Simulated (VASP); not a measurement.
Wanted: the native input for a VASP 6.6.1 run.

```yaml
Task: relaxation of cell and atoms
Functional: PBE
Potentials_or_basis: VASP PAW PBE potentials, release 64 (Al, C)
Cutoff: 600 eV
k_mesh: 6 × 6 × 4
Occupations: gaussian, width 0.2 eV
Spin: no spin polarisation
Dipole_correction: no
Further_INCAR_settings: ALGO = Normal; EDIFF = 1e-07; IBRION = 2; EDIFFG = -0.08; NSW = 36; ISIF = 3
```

The structure of AlC lies in POSCAR:

```
AlC
1.0
    3.6576832200      0.0000000000      0.0000000000
   -1.8288416100      3.1676465900      0.0000000000
    0.0000000000      0.0000000000      5.9170552100
Al C
2 2
Direct
    0.3333333300      0.6666666700      0.0000000000
    0.6666666700      0.3333333300      0.5000000000
    0.3333333300      0.6666666700      0.3849999900
    0.6666666700      0.3333333300      0.8849999900
```

The input as run:

INCAR

```
PREC     = Accurate       # precision mode
ENCUT    = 600            # plane-wave cutoff, eV
EDIFF    = 1E-7           # SCF threshold, eV
ISMEAR   = 0              # smearing method
SIGMA    = 0.2            # smearing width, eV
LREAL    = False          # projectors in reciprocal space
LASPH    = True           # aspherical terms in the spheres
NELM     = 120            # most SCF steps
ALGO     = Normal         # electronic algorithm
ISIF     = 3              # what is computed and relaxed
LWAVE    = False          # write WAVECAR
LCHARG   = False          # write CHGCAR
GGA      = PE             # functional
IBRION   = 2              # ionic algorithm
NSW      = 36             # ionic steps
EDIFFG   = -0.08          # ionic threshold
GGA_COMPAT= False        
NELMIN   = 4
```

KPOINTS

```
regular mesh
0
Gamma
  6 6 4
```

Potentials or basis: VASP PAW PBE potentials, release 64 (Al, C).

Launch:

```console
$ cat potpaw_PBE.64/Al/POTCAR potpaw_PBE.64/C/POTCAR > POTCAR
$ mpirun -np 1 vasp_std > vasp.out
```

Results of the run:

```
Relaxed volume                         : 11.56 Å³/atom
Relaxed cell                           : a = 3.485 Å, b = 3.485 Å, c = 4.397 Å, α = 90.00°, β = 90.00°, γ = 120.00°
Space group after relaxing (to 0.05 Å) : P6_3/mmc (No. 194)
Energy gained by relaxing              : 549.0 meV/atom
Ionic steps                            : 33
Pressure after relaxing                : 0.1 GPa
Largest force after relaxing           : 0.079 eV/Å
Band gap on the k mesh                 : zero (band 7 reaches 7.34 eV, above the bottom of band 8 at 5.36 eV)
```

Caveat: the volume moved by over 15 % at a fixed basis, so the end points are rough; the relaxation stopped at a loose force limit of 0.08 eV/Å, so its end isn't a converged minimum.

Run time: 2.8 min on 1 thread of Intel(R) Xeon(R) 6975P-C (Granite Rapids), on a shared host, peak memory 0.21 GiB.
